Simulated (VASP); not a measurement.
# Ti (P6_3/mmc) in VASP: further runs

Ti is run at these levels: PBEsol; tasks: single point, relaxation of cell and atoms.

All numbers are computed with VASP 6.6.1; they aren't measurements. Logs are shortened: lines on timing, memory, paths and dates and some standing lists are left out, and cuts for length are marked.

### Step 1. The cell of the first run

Symmetry: P6_3/mmc, No. 194, hexagonal system. Conventional cell: a = 2.901 Å, b = 2.901 Å, c = 4.586 Å, α = 90.00°, β = 90.00°, γ = 120.00°. Within 3.7 Å of Ti (site symmetry -6m2) lie 12 Ti at 2.84 to 2.90 Å.

### Step 2. Single point, PBEsol

INCAR reads:

```
ALGO = Normal ; EDIFF = 1E-6
ENCUT = 520 ; GGA = PS
ISIF = 2 ; ISMEAR = 0
LASPH = T ; LCHARG = F
LREAL = F ; LWAVE = F
NBANDS = 19 ; NELM = 80
PREC = Accurate ; SIGMA = 0.05
```

KPOINTS reads:

```
k-points
0
Gamma
  10 10 5
```

POSCAR reads:

```
Ti
1.0
    2.9009622148      0.0000000000      0.0000000000
   -1.4504811074      2.5123069735      0.0000000000
    0.0000000000      0.0000000000      4.5855849219
Ti
2
Direct
    0.3333333333      0.6666666667      0.2500000000
    0.6666666667      0.3333333333      0.7500000000
```

Potentials or basis: VASP PAW PBE potentials, release 64 (Ti_sv).

Command:

```console
cat potpaw_PBE.64/Ti_sv/POTCAR > POTCAR
mpirun -np 1 vasp_std > vasp.out
```

OUTCAR:

```text
EDIFF = 1E-6
   ENCUT = 520
   GGA = PS
   ISIF = 2
   ISMEAR = 0
   LASPH = T
   LREAL = F
   NELM = 80
   PREC = Accurate

 ion  position               nearest neighbor table
   1  0.333  0.667  0.250-   2 2.84   2 2.84   2 2.84   2 2.84   2 2.84   2 2.84
   2  0.667  0.333  0.750-   1 2.84   1 2.84   1 2.84   1 2.84   1 2.84   1 2.84

  LATTYP: Found a hexagonal cell.
 ALAT       =     2.9009622148
 C/A-ratio  =     1.5807117027

  Lattice vectors:

 A1 = (   2.9009622148,   0.0000000000,   0.0000000000)
 A2 = (  -1.4504811074,   2.5123069735,   0.0000000000)
 A3 = (   0.0000000000,   0.0000000000,   4.5855849219)

Analysis of symmetry for initial positions (statically):
=====================================================================
 Subroutine PRICEL returns:
 Original cell was already a primitive cell.

 Routine SETGRP: Setting up the symmetry group for a
 hexagonal supercell.

 Subroutine GETGRP returns: Found 24 space group operations
 (whereof 12 operations were pure point group operations)
 out of a pool of 24 trial point group operations.

The static configuration has the point symmetry D_3d.
 The point group associated with its full space group is D_6h.

Analysis of symmetry for dynamics (positions and initial velocities):
=====================================================================
 Subroutine PRICEL returns:
 Original cell was already a primitive cell.

 Routine SETGRP: Setting up the symmetry group for a
 hexagonal supercell.

 Subroutine GETGRP returns: Found 24 space group operations
 (whereof 12 operations were pure point group operations)
 out of a pool of 24 trial point group operations.

The dynamic configuration has the point symmetry D_3d.
 The point group associated with its full space group is D_6h.

 Subroutine INISYM returns: Found 24 space group operations
 (whereof 12 operations are pure point group operations),
 and found     1 'primitive' translations

----------------------------------------------------------------------------------------

                                     Primitive cell

  volume of cell :      33.4202

  direct lattice vectors                    reciprocal lattice vectors
     2.900962215  0.000000000  0.000000000     0.344713211  0.199020265  0.000000000
    -1.450481107  2.512306973  0.000000000     0.000000000  0.398040530  0.000000000
     0.000000000  0.000000000  4.585584922     0.000000000  0.000000000  0.218074688

  length of vectors
     2.900962215  2.900962215  4.585584922     0.398040530  0.398040530  0.218074688

  position of ions in fractional coordinates (direct lattice)
     0.333333333  0.666666667  0.250000000
     0.666666667  0.333333333  0.750000000

  ion indices of the primitive-cell ions
   primitive index   ion index
                 1           1
                 2           2

----------------------------------------------------------------------------------------

 KPOINTS: k-points

Automatic generation of k-mesh.
 Grid dimensions read from file:
 generate k-points for:   10   10    5

 Generating k-lattice:

  Cartesian coordinates                     Fractional coordinates (reciprocal lattice)
     0.034471321  0.019902027  0.000000000     0.100000000 -0.000000000  0.000000000
     0.000000000  0.039804053  0.000000000     0.000000000  0.100000000  0.000000000
     0.000000000  0.000000000  0.043614938     0.000000000  0.000000000  0.200000000

  Length of vectors
     0.039804053  0.039804053  0.043614938

  Shift w.r.t. Gamma in fractional coordinates (k-lattice)
     0.000000000  0.000000000  0.000000000

 Subroutine IBZKPT returns following result:
 ===========================================

 Found     42 irreducible k-points:

 Following reciprocal coordinates:
            Coordinates               Weight
  0.000000  0.000000  0.000000      1.000000
  0.100000 -0.000000  0.000000      6.000000
  0.200000 -0.000000  0.000000      6.000000
  0.300000 -0.000000  0.000000      6.000000
  0.400000  0.000000  0.000000      6.000000
  0.500000  0.000000  0.000000      3.000000
[... 16 lines left out ...]
  0.300000  0.100000  0.200000     24.000000
  0.400000  0.100000  0.200000     24.000000
 [... further k-points ...]
   k-points           NKPTS =     42   k-points in BZ     NKDIM =     42   number of bands    NBANDS=     19
   number of dos      NEDOS =    301   number of ions     NIONS =      2
   total plane-waves  NPLWV =  20736
   dimension x,y,z NGX =    24 NGY =   24 NGZ =   36
   dimension x,y,z NGXF=    48 NGYF=   48 NGZF=   72
   ions per type =               2
   NGX,Y,Z   is equivalent  to a cutoff of  13.75, 13.75, 13.05 a.u.
   NGXF,Y,Z  is equivalent  to a cutoff of  27.51, 27.51, 26.10 a.u.
 SYSTEM =  unknown system
   PREC   = accura    normal or accurate (medium, high low for compatibility)
   ISTART =      0    job   : 0-new  1-cont  2-samecut
   ICHARG =      2    charge: 1-file 2-atom 10-const
   ISPIN  =      1    spin polarized calculation?
   LNONCOLLINEAR =      F non collinear calculations
   LSORBIT =      F    spin-orbit coupling
   LASPH  =      T    aspherical Exc in radial PAW
   ENCUT  =  520.0 eV  38.22 Ry    6.18 a.u.   5.39  5.39  8.53*2*pi/ulx,y,z
   NELM   =     80;   NELMIN=  2; NELMDL= -5     # of ELM steps
   EDIFF  = 0.1E-05   stopping-criterion for ELM
   LREAL  =      F    real-space projection
   EDIFFG = 0.1E-04   stopping-criterion for IOM
   NSW    =      0    number of steps for IOM
   IBRION =     -1    ionic relax: 0-MD 1-quasi-New 2-CG
   NFREE  =      0    steps in history (QN), initial steepest desc. (CG)
   ISIF   =      2    stress and relaxation
   ISYM   =      2    0-nonsym 1-usesym 2-fastsym
   POTIM  = 0.5000    time-step for ionic-motion
   TEBEG  =    0.0;   TEEND  =   0.0 temperature during run
   PSTRESS=    0.0 pullay stress
   NELECT =      24.0000    total number of electrons
   NUPDOWN=      -1.0000    fix difference up-down
   EMIN   =  10.00;   EMAX   =-10.00  energy-range for DOS
   EFERMI =   0.00;   METHOD = LEGACY
   ISMEAR =     0;   SIGMA  =   0.05  broadening in eV -4-tet -1-fermi 0-gaus
   EFERMI_NEDOS =   21; number of points for ismear=-14 and -15
   IALGO  =     38    algorithm
   IMIX   =      4    mixing-type and parameters
     AMIX     =   0.40;   BMIX     =  1.00
     AMIX_MAG =   1.60;   BMIX_MAG =  1.00
  volume/ion in A,a.u.               =      16.71       112.77
  Fermi-wavevector in a.u.,A,eV,Ry     =   1.466027  2.770390 29.242134  2.149236
  Thomas-Fermi vector in A             =   2.581814
   LORBIT       =      0    0 simple, 1 ext, 2 COOP (PROOUT), +10 PAW based schemes
   GGA     = PS    functional components
   LHFCALC =     F    Hartree Fock is set to
   AEXX    =    0.0000 exact exchange contribution
   IVDW    =     0    specifies the selected vdW correction
   LEPSILON=     F    determine dielectric tensor
   LRPA    =     F    only Hartree local field effects (RPA)
 non-spin polarized calculation
 Gauss-broadening in eV      SIGMA  =   0.05
  energy-cutoff  :      520.00
  volume of cell :       33.42
 maximum number of plane-waves:       929
 NGX is ok and might be reduce to    24
   NGX = 11   NGY = 11   NGZ = 17

 number of electron      23.9999998 magnetization

 Free energy of the ion-electron system (eV)
  ---------------------------------------------------
  ext. energy  EPLUGINS =         0.00000000
  ---------------------------------------------------
  free energy    TOTEN  =       -16.68124238 eV

  energy without entropy =      -16.67893369  energy(sigma->0) =      -16.68008803

 E-fermi :   8.5877     XC(G=0): -11.8212

 val. band max:        8.5664756375   @ k =   0.1000   0.1000   0.4000
 cond. band min:       8.5894766776   @ k =   0.1000   0.1000   0.2000
 fundamental gap:      0.0230010401
 Fermi energy:         8.5876517898

 k-point     1 :       0.0000    0.0000    0.0000
  band No.  band energies     occupation
      1     -47.9437      2.00000
      2     -47.7794      2.00000
      3     -24.6879      2.00000
      4     -23.9489      2.00000
      5     -23.9489      2.00000
      6     -23.8710      2.00000
[... 11 lines left out ...]
     18      10.2964      0.00000
     19      11.9298      0.00000

 k-point     2 :       0.1000   -0.0000    0.0000
  band No.  band energies     occupation
      1     -47.9322      2.00000
      2     -47.7749      2.00000
      3     -24.6628      2.00000
      4     -23.9999      2.00000
      5     -23.9659      2.00000
      6     -23.8859      2.00000
[... 11 lines left out ...]
     18      10.1379      0.00000
     19      12.0150      0.00000

 k-point     3 :       0.2000   -0.0000    0.0000
  band No.  band energies     occupation
      1     -47.9009      2.00000
      2     -47.7641      2.00000
      3     -24.5927      2.00000
      4     -24.1345      2.00000
      5     -24.0202      2.00000
      6     -24.0085      2.00000
[... 11 lines left out ...]
     18      10.6439      0.00000
     19      12.1732      0.00000

 k-point     4 :       0.3000   -0.0000    0.0000
  band No.  band energies     occupation
      1     -47.8594      2.00000
      2     -47.7533      2.00000
      3     -24.4924      2.00000
      4     -24.3027      2.00000
      5     -24.1786      2.00000
      6     -24.0585      2.00000
[... 11 lines left out ...]
     18      11.3530      0.00000
     19      12.2976      0.00000

 k-point     5 :       0.4000    0.0000    0.0000
  band No.  band energies     occupation
      1     -47.8211      2.00000
      2     -47.7491      2.00000
      3     -24.4394      2.00000
      4     -24.3884      2.00000
      5     -24.3017      2.00000
      6     -24.0976      2.00000
[... 11 lines left out ...]
     18      12.1516      0.00000
     19      12.3652      0.00000
[... 334 lines left out ...]
      2     -47.7811      2.00000
      3     -24.5601      2.00000
      4     -24.0665      2.00000
      5     -24.0585      2.00000
      6     -23.9845      2.00000
[... 11 lines left out ...]
     18      10.7369      0.00000
     19      12.0520      0.00000

 k-point    22 :       0.2000    0.1000    0.2000
  band No.  band energies     occupation
      1     -47.8631      2.00000
      2     -47.7679      2.00000
      3     -24.5091      2.00000
      4     -24.2124      2.00000
      5     -24.1588      2.00000
      6     -24.0385      2.00000
[... 11 lines left out ...]
     18      11.2118      0.00000
     19      12.1313      0.00000

 k-point    23 :       0.3000    0.1000    0.2000
  band No.  band energies     occupation
      1     -47.8258      2.00000
      2     -47.7576      2.00000
      3     -24.4895      2.00000
      4     -24.3401      2.00000
      5     -24.2333      2.00000
      6     -24.0902      2.00000
[... 11 lines left out ...]
     18      11.7905      0.00000
     19      12.3820      0.00000

 k-point    24 :       0.4000    0.1000    0.2000
  band No.  band energies     occupation
      1     -47.7987      2.00000
      2     -47.7552      2.00000
      3     -24.5263      2.00000
      4     -24.4004      2.00000
      5     -24.2398      2.00000
      6     -24.1100      2.00000
[... 11 lines left out ...]
     18      12.2566      0.00000
     19      12.9474      0.00000

 [... further k-points ...]
[... 5 lines left out ...]
  --------------------------------------------------------------------------------------
  -------------------------------------------------------------------------------------
  Total       -0.0447590     -0.0447590     -0.0549668      0.0000000      0.0000000      0.0000000
  in kB       -2.1457626     -2.1457626     -2.6351272      0.0000000      0.0000000      0.0000000
  external PRESSURE =      -2.3088841 kB  Pullay stress =       0.0000000 kB

 VOLUME and BASIS-vectors are now :
 -----------------------------------------------------------------------------
  energy-cutoff  :      520.00
  volume of cell :       33.42
      direct lattice vectors                 reciprocal lattice vectors
     2.900962215  0.000000000  0.000000000     0.344713211  0.199020265  0.000000000
    -1.450481107  2.512306973  0.000000000     0.000000000  0.398040530  0.000000000
     0.000000000  0.000000000  4.585584922     0.000000000  0.000000000  0.218074688

 POSITION                                       TOTAL-FORCE (eV/Angst)
 -----------------------------------------------------------------------------------
     -0.00000      1.67487      1.14640         0.000000     -0.000000      0.000000
      1.45048      0.83744      3.43919        -0.000000      0.000000      0.000000
 -----------------------------------------------------------------------------------
    total drift:                               -0.000000      0.000000     -0.000000

  FREE ENERGIE OF THE ION-ELECTRON SYSTEM (eV)
  ---------------------------------------------------
  free  energy   TOTEN  =       -16.6812423799 eV

  energy  without entropy=      -16.6789336867  energy(sigma->0) =      -16.68008803
```

Run time: 9.9 s. Hardware: 1 thread of Intel Xeon 6975P-C (Granite Rapids), shared host; peak memory 0.15 GiB.

What came out:

```
Free energy            : -16.6812 eV
Pressure               : -0.2 GPa
Band gap on the k mesh : zero (band 12 reaches 9.41 eV, above the bottom of band 13 at 8.32 eV)
```

Caveat: the PAW data sets were made with another functional, which shifts forces and pressure a little.

### Step 3. Relaxation of cell and atoms, PBEsol

This run uses another cell than the first one, of 17.64 Å³/atom, 1.055 times its volume.

INCAR reads:

```
SYSTEM = Ti
ALGO = Normal ; EDIFF = 1E-6
EDIFFG = -0.01 ; ENCUT = 600
GGA = PS ; IBRION = 2
ISIF = 3 ; ISMEAR = 0
LASPH = .TRUE. ; LCHARG = .FALSE.
LREAL = .FALSE. ; LWAVE = .FALSE.
NELM = 100 ; NSW = 80
PREC = Accurate ; SIGMA = 0.05
```

KPOINTS reads:

```
k-points
0
G
  10 10 5
  0 0 0
```

POSCAR reads:

```
Ti
1.0
    2.9500000000      0.0000000000      0.0000000000
   -1.4750000000      2.5547749400      0.0000000000
    0.0000000000      0.0000000000      4.6800000000
Ti
2
Direct
    0.3333333327      0.6666666654      0.2500000000
    0.6666666673      0.3333333346      0.7500000000
```

Potentials or basis: VASP PAW PBE potentials, release 64 (Ti_sv).

Command:

```console
cat potpaw_PBE.64/Ti_sv/POTCAR > POTCAR
mpirun -np 1 vasp_std > vasp.out
```

OUTCAR:

```text
SYSTEM = Ti
   EDIFF = 1E-6
   EDIFFG = -0.01
   ENCUT = 600
   GGA = PS
   IBRION = 2
   ISIF = 3
   ISMEAR = 0
   LASPH = .TRUE.
   LREAL = .FALSE.
   NELM = 100
   NSW = 80
   PREC = Accurate

 ion  position               nearest neighbor table
   1  0.333  0.667  0.250-   2 2.89   2 2.89   2 2.89   2 2.89   2 2.89   2 2.89
   2  0.667  0.333  0.750-   1 2.89   1 2.89   1 2.89   1 2.89   1 2.89   1 2.89

  LATTYP: Found a hexagonal cell.
 ALAT       =     2.9500000000
 C/A-ratio  =     1.5864406780

  Lattice vectors:

 A1 = (   2.9500000000,   0.0000000000,   0.0000000000)
 A2 = (  -1.4750000000,   2.5547749400,   0.0000000000)
 A3 = (   0.0000000000,   0.0000000000,   4.6800000000)

Analysis of symmetry for initial positions (statically):
=====================================================================
 Subroutine PRICEL returns:
[... 288 lines left out ...]
  ---------------------------------------------------
  free energy    TOTEN  =       -16.68173071 eV

  energy without entropy =      -16.67942072  energy(sigma->0) =      -16.68057571

 E-fermi :   8.6118     XC(G=0): -11.8321

 val. band max:        8.5909475298   @ k =   0.3000   0.3000   0.4000
 cond. band min:       8.6135483766   @ k =   0.1000   0.1000   0.2000
 fundamental gap:      0.0226008469
 Fermi energy:         8.6117782944

 k-point     1 :       0.0000    0.0000    0.0000
  band No.  band energies     occupation
      1     -47.9153      2.00000
      2     -47.7498      2.00000
      3     -24.6621      2.00000
      4     -23.9183      2.00000
      5     -23.9183      2.00000
      6     -23.8404      2.00000
[... 433 lines left out ...]
      3     -24.5004      2.00000
      4     -24.3740      2.00000
      5     -24.2116      2.00000
      6     -24.0809      2.00000
[... 8 lines left out ...]
     15       9.8858      0.00000
     16      11.7552      0.00000

 [... further k-points ...]
[... 5 lines left out ...]
  --------------------------------------------------------------------------------------
  -------------------------------------------------------------------------------------
  Total        0.0062696      0.0062696     -0.0195537      0.0000000      0.0000000      0.0000000
  in kB        0.3012470      0.3012470     -0.9395296      0.0000000      0.0000000      0.0000000
  external PRESSURE =      -0.1123452 kB  Pullay stress =       0.0000000 kB
[... 17 lines left out ...]
  FREE ENERGIE OF THE ION-ELECTRON SYSTEM (eV)
  ---------------------------------------------------
  free  energy   TOTEN  =       -16.6817307113 eV

  energy  without entropy=      -16.6794207180  energy(sigma->0) =      -16.68057571

 reached required accuracy - stopping structural energy minimisation
```

CONTCAR:

```text
Ti
   1.00000000000000
     2.8981262658523645    0.0000000000000000   -0.0000000000000000
    -1.4490631329261823    2.5098509685004444   -0.0000000000000000
     0.0000000000000000   -0.0000000000000000    4.5841931548791841
  Ti
     2
Direct
     0.3333333327000005    0.6666666654000011    0.2500000000000000
     0.6666666672999995    0.3333333345999989    0.7500000000000000

  0.00000000E+00  0.00000000E+00  0.00000000E+00
  0.00000000E+00  0.00000000E+00  0.00000000E+00
```

Wall time 36 s (1 thread of Intel Xeon 6975P-C (Granite Rapids), shared host); peak memory 0.17 GiB.

What came out:

```
Free energy                            : -16.6817 eV
Relaxed volume                         : 16.67 Å³/atom
Relaxed cell                           : a = 2.898 Å, b = 2.898 Å, c = 4.584 Å, α = 90.00°, β = 90.00°, γ = 120.00°
Space group after relaxing (to 0.05 Å) : P6_3/mmc (No. 194)
Energy gained by relaxing              : 19.1 meV/atom
Ionic steps                            : 4
Pressure after relaxing                : 0.0 GPa
Band gap on the k mesh                 : zero (band 12 reaches 9.44 eV, above the bottom of band 13 at 8.34 eV)
```

Stress tensor (GPa, compression positive):
```
 0.03  0.00  0.00
 0.00  0.03  0.00
 0.00  0.00 -0.09
```

The path:
| step | energy change (eV) | largest force (eV/Å) | pressure (GPa) | volume (Å³) |
| --- | --- | --- | --- | --- |
| 1 | 0.0000 | 0.0000 | -6.04 | 35.27 |
| 2 | -0.0169 | 0.0000 | 5.15 | 31.99 |
| 3 | -0.0381 | 0.0000 | 0.01 | 33.34 |
| 4 | -0.0381 | 0.0000 | -0.01 | 33.34 |

Final structure:
```
CELL_PARAMETERS angstrom
2.89813 0.00000 0.00000
-1.44906 2.50985 0.00000
0.00000 0.00000 4.58419
ATOMIC_POSITIONS crystal
Ti 0.33333 0.66667 0.25000
Ti 0.66667 0.33333 0.75000
```

Levels at points of the mesh, in eV from the Fermi level:
```
           k point  band 8  band 9  band 10  band 11  band 12  band 13  band 14  band 15  band 16
(0.00, 0.00, 0.00)  -32.41   -6.27    -2.76     0.83     0.83     0.94     0.96     1.36     1.36
(0.50, 0.00, 0.00)  -32.50   -2.37    -2.25    -1.92    -0.55     0.50     0.70     1.28     3.56
```

Caveat: the PAW data sets were made with another functional, which shifts forces and pressure a little.
